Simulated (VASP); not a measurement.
Crystal: SnTe3.

```
Sn Te
1.0
    -3.24105    3.24105    3.15159
     3.24105   -3.24105    3.15159
     3.24105    3.24105   -3.15159
Sn Te
1 3
Direct
  0.00243 0.00243 0.00000
  0.49977 0.99977 0.50000
  0.49750 0.49750 0.00000
  0.99977 0.49977 0.50000
```

| Quantity | Value |
| --- | --- |
| Program | VASP 6.6.1 |
| Task | relaxation of cell and atoms |
| Functional | PBE |
| Potentials or basis | VASP PAW PBE potentials, release 64 (Sn_d, Te) |
| Cutoff | 600 eV |
| k mesh | 10 × 10 × 10 |
| Occupations | gaussian, width 0.1 eV |
| Spin | no spin polarisation |

At the start: pressure -0.1 GPa; volume 33.11 Å³/atom.

Question: How do energy, volume and symmetry change on relaxing?

Answer: Over 8 steps the energy falls by 4.6 meV/atom and the volume is 33.00 Å³/atom (-0.3 %); space group Im-3m (No. 229, to 0.05 Å).

Step by step:
```csv
step,energy change (eV),largest force (eV/Å),pressure (GPa),volume (Å³)
1,0.0000,0.0306,-0.06,132.42
2,-0.0179,0.0175,-0.05,132.17
3,-0.0182,0.0156,-0.03,132.12
4,-0.0182,0.0159,-0.04,132.13
5,-0.0183,0.0152,0.01,131.98
6,-0.0183,0.0151,0.02,131.95
7,-0.0183,0.0134,0.02,131.96
8,-0.0184,0.0093,0.00,131.99
```

Final structure:
```
Sn Te
1.0
    -3.20692    3.20692    3.20851
     3.20692   -3.20692    3.20851
     3.20692    3.20692   -3.20851
Sn Te
1 3
Direct
  0.00125 0.00125 0.00000
  0.49984 0.99984 0.50000
  0.49853 0.49853 0.00000
  0.99984 0.49984 0.50000
```
